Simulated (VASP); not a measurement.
Here is a VASP 6.6.1 calculation.

Contents of INCAR:

```
SYSTEM = Al30Si
PREC = Accurate
ENCUT = 520
EDIFF = 1E-6
ISMEAR = -1
SIGMA = 0.15
LREAL = Auto
LASPH = .TRUE.
NELM = 60
ALGO = Normal
ISIF = 2
LWAVE = .FALSE.
LCHARG = .FALSE.
GGA = PE
NBANDS = 68
```

Contents of KPOINTS:

```
Automatic mesh
0
G
  2 2 2
  0 0 0
```

Contents of POSCAR:

```
Al30Si
1.0
    8.1000000000      0.0000000000      0.0000000000
    0.0000000000      8.1000000000      0.0000000000
    0.0000000000      0.0000000000      8.1000000000
Si Al
1 30
Direct
    0.3095503704      0.0000098765     -0.1904375309
    0.7503445679      0.2499511111     -0.0000367901
    0.7490622222      0.0000124691      0.2491174074
    0.0065908642      0.0000143210     -0.0076807407
    0.2494681481      0.2569523457      0.0022076543
    0.4991171605      0.5000116049     -0.0008233333
    0.7503434568      0.7500723457     -0.0000350617
    0.2518854321      0.0000128395      0.2490970370
    0.4999075309      0.2499472840      0.2504011111
    0.7499585185      0.5000143210      0.2500169136
    0.4922658025      0.0000149383      0.5066487654
    0.7490137037      0.2506927160      0.5003513580
    0.7490323457      0.0000118519      0.7519483951
   -0.0020771605      0.5000146914     -0.0004590123
    0.2494692593      0.7430704938      0.0022111111
    0.0002960494      0.2506981481      0.2490669136
    0.2470141975      0.5000132099      0.2547807407
    0.4999064198      0.7500777778      0.2504019753
    0.0022246914      0.0000154321      0.5022832099
    0.2466430864      0.2485624691      0.5033806173
    0.4994855556      0.5000156790      0.4979701235
    0.7490134568      0.7493343210      0.5003517284
    0.5021630864      0.2569709877      0.7495174074
    0.7547369136      0.5000130864      0.7470679012
    0.0002970370      0.7493308642      0.2490661728
   -0.0011701235      0.5000162963      0.4988839506
    0.2466417284      0.7514683951      0.5033840741
    0.0033239506      0.2485595062      0.7466996296
    0.2485913580      0.5000129630      0.7486456790
    0.5021667901      0.7430506173      0.7495195062
    0.0033265432      0.7514713580      0.7466996296
```

Potentials or basis: VASP PAW PBE potentials, release 64 (Si, Al).

Run with:

```console
$ cat potpaw_PBE.64/Si/POTCAR potpaw_PBE.64/Al/POTCAR > POTCAR
$ mpirun -np 1 vasp_std > vasp.out
```

(1) What does it give for the pressure?

(2) Estimate the band gap on the k mesh.

(3) What does it give for the largest force?

Results:

(1) -1.1 GPa.

(2) zero (bands 47 and 48 overlap by 0.88 eV).

(3) 0.548 eV/Å.

Caveat: the k points lie up to 0.39 Å⁻¹ apart, too coarse for converged energies and pressures of a metal.
